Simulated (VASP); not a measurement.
Write the native input for VASP 6.6.1 that does the following.

```
Task                   : single point
Functional             : PBE
Potentials or basis    : VASP PAW PBE potentials, release 64 (Ca_sv)
Cutoff                 : 520 eV
k mesh                 : 16 × 16 × 16
Occupations            : gaussian, width 0.15 eV
Spin                   : no spin polarisation
Dipole correction      : no
Further INCAR settings : ALGO = Fast; EDIFF = 1e-06; NBANDS = 11
```

The structure of Ca lies in POSCAR:

```
Ca
1.0
   -2.1699536458      2.1699536458      2.3869490104
    2.1699536458     -2.1699536458      2.3869490104
    2.1699536458      2.1699536458     -2.3869490104
Ca
1
Direct
    0.0000000000      0.0000000000      0.0000000000
```

This cell differs from its parent crystal: ratio of the length along z to the lengths across it x 1.1, volume and fractional coordinates fixed.

One way to write it, as run:

INCAR

```
SYSTEM = Ca
PREC = Accurate
ENCUT = 520
EDIFF = 1E-6
ISMEAR = 0
SIGMA = 0.15
LREAL = .False.
LASPH = .True.
NELM = 100
ALGO = Fast
ISIF = 2
LWAVE = .False.
LCHARG = .False.
GGA = PE
NBANDS = 11
```

KPOINTS

```
regular mesh
0
Gamma
  16 16 16
  0 0 0
```

Potentials or basis: VASP PAW PBE potentials, release 64 (Ca_sv).

Run with:

```sh
$ cat potpaw_PBE.64/Ca_sv/POTCAR > POTCAR
$ mpirun -np 1 vasp_std > vasp.out
```

It gave:

```yaml
Pressure: -1.0 GPa
Band_gap_on_the_k_mesh: zero (band 5 reaches 2.04 eV, above the bottom of band 6 at 1.60 eV)
```

Wall time 84 s on 1 thread of Intel(R) Xeon(R) 6975P-C (Granite Rapids), with other jobs on the host, peak memory 0.29 GiB.
